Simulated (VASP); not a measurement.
# ZrB2 (P6/mmm) in VASP: further runs, part 2 of 3

VASP 6.6.1.

## (4) Electric field gradients, LDA (volume scaled by 1.04)

File INCAR:

```
ALGO     = Normal         # electronic algorithm
EDIFF    = 1E-8           # SCF threshold, eV
ENCUT    = 520            # plane-wave cutoff, eV
GGA      = CA             # functional
ISIF     = 2              # what is computed and relaxed
ISMEAR   = -1             # smearing method
LASPH    = True           # aspherical terms in the spheres
LCHARG   = False          # write CHGCAR
LEFG     = True         
LREAL    = False          # projectors in reciprocal space
LWAVE    = False          # write WAVECAR
NBANDS   = 16             # bands
NELM     = 80             # most SCF steps
PREC     = Accurate       # precision mode
SIGMA    = 0.03           # smearing width, eV
```

File KPOINTS:

```
k-points
0
Gamma
  13 13 10
```

File POSCAR:

```
ZrB2
1.0
    3.2066493363      0.0000000000      0.0000000000
   -1.6033246682      2.7770397863      0.0000000000
    0.0000000000      0.0000000000      3.5663211014
Zr B
1 2
Direct
    0.0000000000      0.0000000000      0.0000000000
    0.3333333333      0.6666666667      0.5000000000
    0.6666666667      0.3333333333      0.5000000000
```

Potentials or basis: VASP PAW LDA potentials, release 64 (Zr_sv, B).

The run is started by

```console
cat potpaw_LDA.64/Zr_sv/POTCAR potpaw_LDA.64/B/POTCAR > POTCAR
mpirun -np 1 vasp_std > vasp.out
```

OUTCAR:

```text
EDIFF = 1E-8
   ENCUT = 520
   GGA = CA
   ISIF = 2
   ISMEAR = -1
   LASPH = True
   LREAL = False
   NELM = 80
   PREC = Accurate

 ion  position               nearest neighbor table
   1  0.000  0.000  0.000-   2 2.57   3 2.57   2 2.57   3 2.57   3 2.57   3 2.57   2 2.57   2 2.57
                             3 2.57   3 2.57   2 2.57   2 2.57
   2  0.333  0.667  0.500-   3 1.85   3 1.85   3 1.85   1 2.57   1 2.57   1 2.57   1 2.57   1 2.57
                             1 2.57
   3  0.667  0.333  0.500-   2 1.85   2 1.85   2 1.85   1 2.57   1 2.57   1 2.57   1 2.57   1 2.57
                             1 2.57

  LATTYP: Found a hexagonal cell.
 ALAT       =     3.2066493363
 C/A-ratio  =     1.1121643583

  Lattice vectors:

 A1 = (   3.2066493363,   0.0000000000,   0.0000000000)
 A2 = (  -1.6033246682,   2.7770397863,   0.0000000000)
 A3 = (   0.0000000000,   0.0000000000,   3.5663211014)

Analysis of symmetry for initial positions (statically):
=====================================================================
 Subroutine PRICEL returns:
[... 656 lines left out ...]

 POSITION                                       TOTAL-FORCE (eV/Angst)
 -----------------------------------------------------------------------------------
      0.00000      0.00000      0.00000        -0.000000      0.000000      0.000000
     -0.00000      1.85136      1.78316         0.000000     -0.000000      0.000000
      1.60332      0.92568      1.78316        -0.000000      0.000000      0.000000
 -----------------------------------------------------------------------------------
    total drift:                               -0.000000      0.000000      0.000000

  FREE ENERGIE OF THE ION-ELECTRON SYSTEM (eV)
  ---------------------------------------------------
  free  energy   TOTEN  =       -27.3805648602 eV

  energy  without entropy=      -27.3793684763  energy(sigma->0) =      -27.37996667

 Electric field gradients (V/A^2)
---------------------------------------------------------------------
 ion       V_xx      V_yy      V_zz      V_xy      V_xz      V_yz
---------------------------------------------------------------------
   1     -21.989   -21.989    43.979    -0.000    -0.000     0.000
   2      -0.859    -0.859     1.718    -0.000     0.000    -0.000
   3      -0.859    -0.859     1.718    -0.000     0.000     0.000
---------------------------------------------------------------------

 Electric field gradients after diagonalization (V/A^2)
 (convention: |V_zz| > |V_xx| > |V_yy|)
----------------------------------------------------------------------
 ion       V_xx      V_yy      V_zz     asymmetry (V_yy - V_xx)/ V_zz
----------------------------------------------------------------------
   1     -21.989   -21.989    43.979       0.000
   2      -0.859    -0.859     1.718       0.000
   3      -0.859    -0.859     1.718       0.000
----------------------------------------------------------------------

           NMR quadrupolar parameters

 Cq : quadrupolar parameter    Cq=e*Q*V_zz/h
 eta: asymmetry parameters     (V_yy - V_xx)/ V_zz
 Q  : nuclear electric quadrupole moment in mb (millibarn)
----------------------------------------------------------------------
 ion       Cq(MHz)       eta       Q (mb)
----------------------------------------------------------------------
   1       0.106       0.000       1.000
   2       0.004       0.000       1.000
   3       0.004       0.000       1.000
----------------------------------------------------------------------
```

OSZICAR:

```text
N       E                     dE             d eps       ncg     rms          rms(c)
DAV:   1     0.988085000807E+02    0.98809E+02   -0.95600E+03  4032   0.112E+03
DAV:   2    -0.260099662136E+02   -0.12482E+03   -0.12033E+03  5280   0.289E+02
DAV:   3    -0.300491376258E+02   -0.40392E+01   -0.40232E+01  6208   0.443E+01
DAV:   4    -0.301057307935E+02   -0.56593E-01   -0.56584E-01  4848   0.492E+00
DAV:   5    -0.301071446689E+02   -0.14139E-02   -0.14138E-02  6184   0.497E-01    0.202E+01
DAV:   6    -0.274322838111E+02    0.26749E+01   -0.61958E+00  5200   0.160E+01    0.792E+00
DAV:   7    -0.273865957375E+02    0.45688E-01   -0.58363E-01  5472   0.466E+00    0.309E+00
DAV:   8    -0.273850375560E+02    0.15582E-02   -0.95096E-02  4888   0.241E+00    0.379E-01
DAV:   9    -0.273808904410E+02    0.41471E-02   -0.20673E-02  5080   0.104E+00    0.183E-01
DAV:  10    -0.273805598959E+02    0.33055E-03   -0.17373E-03  4760   0.370E-01    0.393E-02
DAV:  11    -0.273805662751E+02   -0.63792E-05   -0.57258E-05  5224   0.709E-02    0.911E-03
DAV:  12    -0.273805651024E+02    0.11727E-05   -0.27906E-06  5184   0.139E-02    0.642E-03
DAV:  13    -0.273805648528E+02    0.24953E-06   -0.46998E-07  5688   0.604E-03    0.108E-03
DAV:  14    -0.273805648602E+02   -0.73528E-08   -0.29507E-08  4640   0.138E-03
   1 F= -.27380565E+02 E0= -.27379967E+02  d E =-.119638E-02
```

stdout:

```text
POSCAR found type information on POSCAR ZrB
 POSCAR found :  2 types and       3 ions
 scaLAPACK will be used
 LDA part: xc-table for (Slater(with rela. corr.)+CA(PZ))
 , standard interpolation
 POSCAR, INCAR and KPOINTS ok, starting setup
 FFT: planning ... GRIDC
 FFT: planning ... GRID_SOFT
 FFT: planning ... GRID
 WAVECAR not read
 entering main loop
ion   1

ion   2

ion   3
```

It took 72 s on 1 thread of Intel Xeon 8259CL, shared host; peak memory 0.18 GiB.

What came out:

| Property | Result |
| --- | --- |
| Free energy | -27.3806 eV |
| Pressure | -15.3 GPa |
| Band gap on the k mesh | zero (band 9 reaches 10.66 eV, above the bottom of band 10 at 9.82 eV) |

Stress tensor (GPa, compression positive):
```
-15.95   0.00   0.00
  0.00 -15.95   0.00
  0.00   0.00 -13.98
```

Electric field gradients, principal values (V/Å²):
```tsv
atom	least	middle	greatest (by size)
1 Zr	-21.989	-21.989	43.979
2 B	-0.859	-0.859	1.718
3 B	-0.859	-0.859	1.718
```

Caveat: without QUAD_EFG the Cq values of the log hold for a quadrupole moment of 1 mb, not for the nuclei.

## (5) Electric field gradients, LDA (volume scaled by 0.96)

File INCAR:

```
SYSTEM = ZrB2
PREC = Accurate
ENCUT = 520
EDIFF = 1E-8
ISMEAR = -1
SIGMA = 0.03
LREAL = .FALSE.
LASPH = .TRUE.
NELM = 60
ALGO = Normal
ISIF = 2
LWAVE = .FALSE.
LCHARG = .FALSE.
LEFG = .TRUE.
NBANDS = 16
```

File KPOINTS:

```
regular mesh
0
G
  13 13 10
  0 0 0
```

File POSCAR:

```
ZrB2
1.0
    3.1222243140      0.0000000000      0.0000000000
   -1.5611121570      2.7039255722      0.0000000000
    0.0000000000      0.0000000000      3.4724266007
Zr B
1 2
Direct
    0.0000000000      0.0000000000      0.0000000000
    0.3333333333      0.6666666667      0.5000000000
    0.6666666667      0.3333333333      0.5000000000
```

Potentials or basis: VASP PAW LDA potentials, release 64 (Zr_sv, B).

The run is started by

```console
cat potpaw_LDA.64/Zr_sv/POTCAR potpaw_LDA.64/B/POTCAR > POTCAR
mpirun -np 1 vasp_std > vasp.out
```

OUTCAR:

```text
SYSTEM = ZrB2
   PREC = Accurate
   ENCUT = 520
   EDIFF = 1E-8
   ISMEAR = -1
   LREAL = .FALSE.
   LASPH = .TRUE.
   NELM = 60
   ISIF = 2

 ion  position               nearest neighbor table
   1  0.000  0.000  0.000-   2 2.50   3 2.50   2 2.50   3 2.50   2 2.50   2 2.50   3 2.50   3 2.50
                             3 2.50   3 2.50   2 2.50   2 2.50
   2  0.333  0.667  0.500-   3 1.80   3 1.80   3 1.80   1 2.50   1 2.50   1 2.50   1 2.50   1 2.50
                             1 2.50
   3  0.667  0.333  0.500-   2 1.80   2 1.80   2 1.80   1 2.50   1 2.50   1 2.50   1 2.50   1 2.50
                             1 2.50

  LATTYP: Found a hexagonal cell.
 ALAT       =     3.1222243140
 C/A-ratio  =     1.1121643583

  Lattice vectors:

 A1 = (   3.1222243140,   0.0000000000,   0.0000000000)
 A2 = (  -1.5611121570,   2.7039255722,   0.0000000000)
 A3 = (   0.0000000000,   0.0000000000,   3.4724266007)

Analysis of symmetry for initial positions (statically):
=====================================================================
 Subroutine PRICEL returns:
 Original cell was already a primitive cell.

 Routine SETGRP: Setting up the symmetry group for a
 hexagonal supercell.

 Subroutine GETGRP returns: Found 24 space group operations
 (whereof 24 operations were pure point group operations)
 out of a pool of 24 trial point group operations.

The static configuration has the point symmetry D_6h.

Analysis of symmetry for dynamics (positions and initial velocities):
=====================================================================
 Subroutine PRICEL returns:
 Original cell was already a primitive cell.

 Routine SETGRP: Setting up the symmetry group for a
 hexagonal supercell.

 Subroutine GETGRP returns: Found 24 space group operations
 (whereof 24 operations were pure point group operations)
 out of a pool of 24 trial point group operations.

The dynamic configuration has the point symmetry D_6h.

 Subroutine INISYM returns: Found 24 space group operations
 (whereof 24 operations are pure point group operations),
 and found     1 'primitive' translations

----------------------------------------------------------------------------------------

                                     Primitive cell

  volume of cell :      29.3151

  direct lattice vectors                    reciprocal lattice vectors
     3.122224314  0.000000000  0.000000000     0.320284483  0.184916332  0.000000000
    -1.561112157  2.703925572  0.000000000     0.000000000  0.369832665  0.000000000
     0.000000000  0.000000000  3.472426601     0.000000000  0.000000000  0.287983049

  length of vectors
     3.122224314  3.122224314  3.472426601     0.369832665  0.369832665  0.287983049

  position of ions in fractional coordinates (direct lattice)
     0.000000000  0.000000000  0.000000000
     0.333333333  0.666666667  0.500000000
     0.666666667  0.333333333  0.500000000

  ion indices of the primitive-cell ions
   primitive index   ion index
                 1           1
                 2           2
                 3           3

[... 87 lines left out ...]
   EFERMI_NEDOS =   21; number of points for ismear=-14 and -15
   IALGO  =     38    algorithm
   IMIX   =      4    mixing-type and parameters
     AMIX     =   0.40;   BMIX     =  1.00
     AMIX_MAG =   1.60;   BMIX_MAG =  1.00
  volume/ion in A,a.u.               =       9.77        65.94
  Fermi-wavevector in a.u.,A,eV,Ry     =   1.391452  2.629464 26.342782  1.936140
  Thomas-Fermi vector in A             =   2.515290
   LORBIT       =      0    0 simple, 1 ext, 2 COOP (PROOUT), +10 PAW based schemes
   GGA     = CA    functional components
   LHFCALC =     F    Hartree Fock is set to
   AEXX    =    0.0000 exact exchange contribution
   IVDW    =     0    specifies the selected vdW correction
   LEPSILON=     F    determine dielectric tensor
   LRPA    =     F    only Hartree local field effects (RPA)
 non-spin polarized calculation
  energy-cutoff  :      520.00
  volume of cell :       29.32
 maximum number of plane-waves:       801
 NGX is ok and might be reduce to    24
   NGX = 11   NGY = 11   NGZ = 13

 number of electron      18.0000000 magnetization

 Free energy of the ion-electron system (eV)
  ---------------------------------------------------
  ext. energy  EPLUGINS =         0.00000000
  ---------------------------------------------------
  free energy    TOTEN  =       -27.47784877 eV

  energy without entropy =      -27.47668845  energy(sigma->0) =      -27.47726861

 E-fermi :  11.1149     XC(G=0): -12.8094

 val. band max:       11.1107907881   @ k =   0.3077   0.1538   0.0000
 cond. band min:      11.1200316346   @ k =   0.0769   0.0769   0.3000
 fundamental gap:      0.0092408465
 Fermi energy:        11.1149340041

 k-point     1 :       0.0000    0.0000    0.0000
  band No.  band energies     occupation
      1     -37.1892      2.00000
      2     -15.5599      2.00000
      3     -14.9231      2.00000
      4     -14.9231      2.00000
      5      -1.7683      2.00000
      6       8.2689      2.00000
[... 433 lines left out ...]
      3     -15.1751      2.00000
      4     -14.9754      2.00000
      5      -1.1411      2.00000
      6       7.0962      2.00000
[... 8 lines left out ...]
     15      18.0411      0.00000
     16      18.7366      0.00000

 [... further k-points ...]

------------------------ aborting loop because EDIFF is reached ----------------------------------------

  FORCE on cell =-STRESS in cart. coord.  units (eV):
  Direction    XX          YY          ZZ          XY          YZ          ZX
  --------------------------------------------------------------------------------------
  -------------------------------------------------------------------------------------
  Total        0.6196002      0.6196002      0.7255531      0.0000000      0.0000000      0.0000000
  in kB       33.8633711     33.8633711     39.6540815      0.0000000      0.0000000      0.0000000
  external PRESSURE =      35.7936079 kB  Pullay stress =       0.0000000 kB

 VOLUME and BASIS-vectors are now :
 -----------------------------------------------------------------------------
  energy-cutoff  :      520.00
  volume of cell :       29.32
      direct lattice vectors                 reciprocal lattice vectors
     3.122224314  0.000000000  0.000000000     0.320284483  0.184916332  0.000000000
    -1.561112157  2.703925572  0.000000000     0.000000000  0.369832665  0.000000000
     0.000000000  0.000000000  3.472426601     0.000000000  0.000000000  0.287983049

 POSITION                                       TOTAL-FORCE (eV/Angst)
 -----------------------------------------------------------------------------------
      0.00000      0.00000      0.00000         0.000000      0.000000      0.000000
     -0.00000      1.80262      1.73621         0.000000      0.000000      0.000000
      1.56111      0.90131      1.73621        -0.000000     -0.000000      0.000000
 -----------------------------------------------------------------------------------
    total drift:                               -0.000000      0.000000      0.000000

  FREE ENERGIE OF THE ION-ELECTRON SYSTEM (eV)
  ---------------------------------------------------
  free  energy   TOTEN  =       -27.4778487739 eV

  energy  without entropy=      -27.4766884454  energy(sigma->0) =      -27.47726861

 Electric field gradients (V/A^2)
---------------------------------------------------------------------
 ion       V_xx      V_yy      V_zz      V_xy      V_xz      V_yz
---------------------------------------------------------------------
   1     -22.554   -22.554    45.108    -0.000    -0.000     0.000
   2      -0.858    -0.858     1.717    -0.000     0.000    -0.000
   3      -0.858    -0.858     1.717    -0.000     0.000    -0.000
---------------------------------------------------------------------

 Electric field gradients after diagonalization (V/A^2)
 (convention: |V_zz| > |V_xx| > |V_yy|)
----------------------------------------------------------------------
 ion       V_xx      V_yy      V_zz     asymmetry (V_yy - V_xx)/ V_zz
----------------------------------------------------------------------
   1     -22.554   -22.554    45.108       0.000
   2      -0.858    -0.858     1.717       0.000
   3      -0.858    -0.858     1.717       0.000
----------------------------------------------------------------------

           NMR quadrupolar parameters

 Cq : quadrupolar parameter    Cq=e*Q*V_zz/h
 eta: asymmetry parameters     (V_yy - V_xx)/ V_zz
 Q  : nuclear electric quadrupole moment in mb (millibarn)
----------------------------------------------------------------------
 ion       Cq(MHz)       eta       Q (mb)
----------------------------------------------------------------------
   1       0.109       0.000       1.000
   2       0.004       0.000       1.000
   3       0.004       0.000       1.000
----------------------------------------------------------------------
```

stdout:

```text
POSCAR found type information on POSCAR ZrB
 POSCAR found :  2 types and       3 ions
 scaLAPACK will be used
 LDA part: xc-table for (Slater(with rela. corr.)+CA(PZ))
 , standard interpolation
 POSCAR, INCAR and KPOINTS ok, starting setup
 FFT: planning ... GRIDC
 FFT: planning ... GRID_SOFT
 FFT: planning ... GRID
 WAVECAR not read
 entering main loop
ion   1

ion   2

ion   3
```

Run time: 81 s. Hardware: 1 thread of AMD EPYC 7R13, shared host; peak memory 0.14 GiB.

What came out:

| Property | Result |
| --- | --- |
| Free energy | -27.4778 eV |
| Pressure | 3.6 GPa |
| Band gap on the k mesh | zero (band 9 reaches 11.62 eV, above the bottom of band 10 at 10.70 eV) |

Electric field gradients, principal values (V/Å²):
```csv
atom,least,middle,greatest (by size)
1 Zr,-22.554,-22.554,45.108
2 B,-0.858,-0.858,1.717
3 B,-0.858,-0.858,1.717
```

Caveat: without QUAD_EFG the Cq values of the log hold for a quadrupole moment of 1 mb, not for the nuclei.

(Continued in part 3 of 3.)
